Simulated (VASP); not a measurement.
Input of a VASP 6.6.1 run:

File INCAR:

```
SYSTEM = BaCaTe2
PREC     = Accurate       ! precision mode
ENCUT    = 520            ! plane-wave cutoff, eV
EDIFF    = 1E-7           ! SCF threshold, eV
ISMEAR   = 0              ! smearing method
SIGMA    = 0.01           ! smearing width, eV
LREAL    = .FALSE.        ! projectors in reciprocal space
LASPH    = .TRUE.         ! aspherical terms in the spheres
NELM     = 60             ! most SCF steps
ALGO     = Normal         ! electronic algorithm
ISIF     = 2              ! what is computed and relaxed
LWAVE    = .FALSE.        ! write WAVECAR
LCHARG   = .FALSE.        ! write CHGCAR
GGA      = PE             ! functional
NBANDS   = 24             ! bands
```

Contents of KPOINTS:

```
regular mesh
0
G
  6 6 6
  0 0 0
```

Contents of POSCAR:

```
BaCaTe2
1.0
    2.3291704556      1.3447471895      7.6187152801
   -2.3291704556      1.3447471895      7.6187152801
    0.0000000000     -2.6894943791      7.6187152801
Ca Ba Te
1 1 2
Direct
    1.0000000000      0.0000000000      0.0000000000
    0.5000000000      0.5000000000      0.5000000000
    0.2584182469      0.2584182469      0.2584182469
    0.7415817531      0.7415817531      0.7415817531
```

Potentials or basis: VASP PAW PBE potentials, release 64 (Ca_sv, Ba_sv, Te).

The run is started by

```sh
$ cat potpaw_PBE.64/Ca_sv/POTCAR potpaw_PBE.64/Ba_sv/POTCAR potpaw_PBE.64/Te/POTCAR > POTCAR
$ mpirun -np 1 vasp_std > vasp.out
```

(1) What does it give for the pressure?

(2) Predict the band gap on the k mesh.

(3) Estimate the largest force.

Results:

(1) 2.6 GPa.

(2) 1.27 eV (least direct gap 2.02 eV).

(3) 0.088 eV/Å.

Caveat: spin-orbit coupling is left out, which moves the levels of the heavy elements.
